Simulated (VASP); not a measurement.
Set up this calculation in VASP 6.6.1, as the native input.

* Task: single point
* Functional: PBE
* Potentials or basis: VASP PAW PBE potentials, release 64 (B, As)
* Cutoff: 520 eV
* k mesh: 7 × 7 × 7
* Occupations: gaussian, width 0.01 eV
* Spin: no spin polarisation
* Dipole correction: no
* Further INCAR settings: ALGO = Normal; EDIFF = 1e-06; NBANDS = 11

The structure of BAs lies in POSCAR:

```
BAs
1.0
    0.0000000000      2.3230284114      2.3230284114
    2.3230284114      0.0000000000      2.3230284114
    2.3230284114      2.3230284114      0.0000000000
B As
1 1
Direct
    0.0000000000      0.0000000000      0.0000000000
    0.2500000000      0.2500000000      0.2500000000
```

One way to write it, as run:

INCAR

```
SYSTEM = BAs
PREC = Accurate
ENCUT = 520
EDIFF = 1E-6
ISMEAR = 0
SIGMA = 0.01
LREAL = .FALSE.
LASPH = .TRUE.
NELM = 60
ALGO = Normal
ISIF = 2
LWAVE = .FALSE.
LCHARG = .FALSE.
GGA = PE
NBANDS = 11
```

KPOINTS

```
Automatic mesh
0
G
  7 7 7
  0 0 0
```

Potentials or basis: VASP PAW PBE potentials, release 64 (B, As).

The run is started by

```bash
$ cat potpaw_PBE.64/B/POTCAR potpaw_PBE.64/As/POTCAR > POTCAR
$ mpirun -np 1 vasp_std > vasp.out
```

Results of the run:

* Pressure: 17.8 GPa
* Band gap on the k mesh: 1.10 eV, indirect (least direct gap 3.39 eV)

Wall time 5 s on 1 thread of AMD EPYC 7R13 Processor (Zen 3), with other jobs on the host, peak memory 0.1 GiB.
